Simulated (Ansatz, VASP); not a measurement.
One calculation of BN, two programs

The input INCAR:

```
SYSTEM = BN
PREC = Accurate
ENCUT = 600
EDIFF = 1E-6
ISMEAR = 0
SIGMA = 0.05
LREAL = .False.
LASPH = .True.
NELM = 120
ALGO = Normal
ISIF = 2
LWAVE = .False.
LCHARG = .False.
GGA = PE
IVDW = 12
NBANDS = 11
GGA_COMPAT = .False.
```

File KPOINTS:

```
Automatic mesh
0
Gamma
  12 12 12
  0 0 0
```

The input POSCAR:

```
BN
1.0
    1.2530568997      0.7234527383      3.2948845324
   -1.2530568997      0.7234527383      3.2948845324
    0.0000000000     -1.4469054767      3.2948845324
B N
1 1
Direct
    1.2301758798      0.8846115083      0.8846115083
    0.3327354554      0.3327354554      0.3327354554
```

Input for Ansatz:

```yaml
crystal:
  lattice:
    - [1.2530568997, 0.7234527383, 3.2948845324]
    - [-1.2530568997, 0.7234527383, 3.2948845324]
    - [0.0, -1.4469054767, 3.2948845324]
  atoms:
    - { symbol: B, position: [1.2301758798, 0.8846115083, 0.8846115083] }
    - { symbol: "N", position: [0.3327354554, 0.3327354554, 0.3327354554] }
basis:
  ecutwfc: 420
kpoints:
  mp_grid: { grid: [12, 12, 12] }
hamiltonian:
  xc: pbe
  dispersion: d3bj
scf:
  occupations: { method: gaussian, width: 0.05 }
output:
  forces: true
  stress: true
  eigenvalues: true
```

Change from the starting cell: all B atoms moved -0.500 Å, as atom 1 towards its neighbour atom 2 (N) at 1.447 Å.

Alike in both runs: task single point; functional PBE; dispersion D3(BJ); k mesh 12 × 12 × 12; occupations gaussian, width 0.05 eV; no spin polarisation.

|  | VASP | Ansatz |
| --- | --- | --- |
| version | VASP 6.6.1 | Ansatz 0.2.0 |
| potentials or method | VASP PAW PBE potentials, release 64 (B, N), cutoff 600 eV | scalar-relativistic, plane waves, PAW |
| valence electrons in the cell | 8 | 8 |

```tsv
	VASP	Ansatz	Ansatz less VASP
gap on the k mesh at the Fermi level (eV)	1.18	1.20	+0.021
least direct gap on the mesh (eV)	3.34	3.35	+0.015
rms of the force components (eV/Å)	2.499	2.521	+0.0216
```

Atom by atom the forces differ by 0.022 eV/Å (rms over components).
